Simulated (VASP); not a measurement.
A run of VASP 6.6.1 is set up as follows.

File INCAR:

```
SYSTEM = In2O3
PREC = Accurate
ENCUT = 600
EDIFF = 1E-6
ISMEAR = 0
SIGMA = 0.1
LREAL = Auto
LASPH = .True.
NELM = 120
ALGO = Normal
ISIF = 2
LWAVE = .False.
LCHARG = .False.
GGA = PE
NBANDS = 202
GGA_COMPAT = .False.
KPAR = 4
```

File KPOINTS:

```
regular mesh
0
Gamma
  4 4 4
  0 0 0
```

The input POSCAR:

```
In2O3
1.0
   -5.0700000000      5.0700000000      5.0700000000
    5.0700000000     -5.0700000000      5.0700000000
    5.0700000000      5.0700000000     -5.0700000000
In O
16 24
Direct
    0.2500000000      0.2200000000      0.9700000000
    0.7500000000      0.2800000000      0.5300000000
    0.9700000000      0.2500000000      0.2200000000
    0.5300000000      0.7500000000      0.2800000000
    0.2200000000      0.9700000000      0.2500000000
    0.2800000000      0.5300000000      0.7500000000
    0.7500000000      0.7800000000      0.0300000000
    0.2500000000      0.7200000000      0.4700000000
    0.0300000000      0.7500000000      0.7800000000
    0.4700000000      0.2500000000      0.7200000000
    0.7800000000      0.0300000000      0.7500000000
    0.7200000000      0.4700000000      0.2500000000
    0.5000000000      0.5000000000      0.5000000000
    0.5000000000      0.0000000000      0.0000000000
    0.0000000000      0.5000000000      0.0000000000
    0.0000000000      0.0000000000      0.5000000000
    0.5250000000      0.7650000000      0.5300000000
    0.7350000000      0.9950000000      0.9700000000
    0.9750000000      0.5050000000      0.2400000000
    0.7650000000      0.7350000000      0.2600000000
    0.5300000000      0.5250000000      0.7650000000
    0.9700000000      0.7350000000      0.9950000000
    0.2400000000      0.9750000000      0.5050000000
    0.2600000000      0.7650000000      0.7350000000
    0.7650000000      0.5300000000      0.5250000000
    0.9950000000      0.9700000000      0.7350000000
    0.5050000000      0.2400000000      0.9750000000
    0.7350000000      0.2600000000      0.7650000000
    0.4750000000      0.2350000000      0.4700000000
    0.2650000000      0.0050000000      0.0300000000
    0.0250000000      0.4950000000      0.7600000000
    0.2350000000      0.2650000000      0.7400000000
    0.4700000000      0.4750000000      0.2350000000
    0.0300000000      0.2650000000      0.0050000000
    0.7600000000      0.0250000000      0.4950000000
    0.7400000000      0.2350000000      0.2650000000
    0.2350000000      0.4700000000      0.4750000000
    0.0050000000      0.0300000000      0.2650000000
    0.4950000000      0.7600000000      0.0250000000
    0.2650000000      0.7400000000      0.2350000000
```

Potentials or basis: VASP PAW PBE potentials, release 64 (In_d, O).

Run with:

```sh
$ cat potpaw_PBE.64/In_d/POTCAR potpaw_PBE.64/O/POTCAR > POTCAR
$ mpirun -np 4 vasp_std > vasp.out
```

Task: Estimate the band gap on the k mesh.

Result: 1.04 eV.

Task: Predict the pressure.

Result: 9.9 GPa.

Task: What does it give for the largest force?

Result: 1.457 eV/Å.

Forces on the atoms (eV/Å):
```
In   0.735  0.000  0.000
In  -0.735  0.000  0.000
In   0.000  0.735  0.000
In   0.000 -0.735  0.000
In   0.000  0.000  0.735
In   0.000  0.000 -0.735
In  -0.735  0.000  0.000
In   0.735  0.000  0.000
In   0.000 -0.735  0.000
In   0.000  0.735  0.000
In   0.000  0.000 -0.735
In   0.000  0.000  0.735
In   0.000  0.000  0.000
In   0.000  0.000  0.000
In   0.000  0.000  0.000
In   0.000  0.000  0.000
O    0.892  1.129  0.228
O   -0.892 -1.129  0.228
O    0.892 -1.129 -0.228
O   -0.892  1.129 -0.228
O    0.228  0.892  1.129
O    0.228 -0.892 -1.129
O   -0.228  0.892 -1.129
O   -0.228 -0.892  1.129
O    1.129  0.228  0.892
O   -1.129  0.228 -0.892
O   -1.129 -0.228  0.892
O    1.129 -0.228 -0.892
O   -0.892 -1.129 -0.228
O    0.892  1.129 -0.228
O   -0.892  1.129  0.228
O    0.892 -1.129  0.228
O   -0.228 -0.892 -1.129
O   -0.228  0.892  1.129
O    0.228 -0.892  1.129
O    0.228  0.892 -1.129
O   -1.129 -0.228 -0.892
O    1.129 -0.228  0.892
O    1.129  0.228 -0.892
O   -1.129  0.228  0.892
```

Caveat: the cell stands under pressure; spin-orbit coupling is left out, which moves the levels of the heavy elements; forces of over 1 eV/Å act on the atoms, so gaps and moduli don't describe the material at rest. PBE gaps usually lie below the measured ones, often by a third to a half.
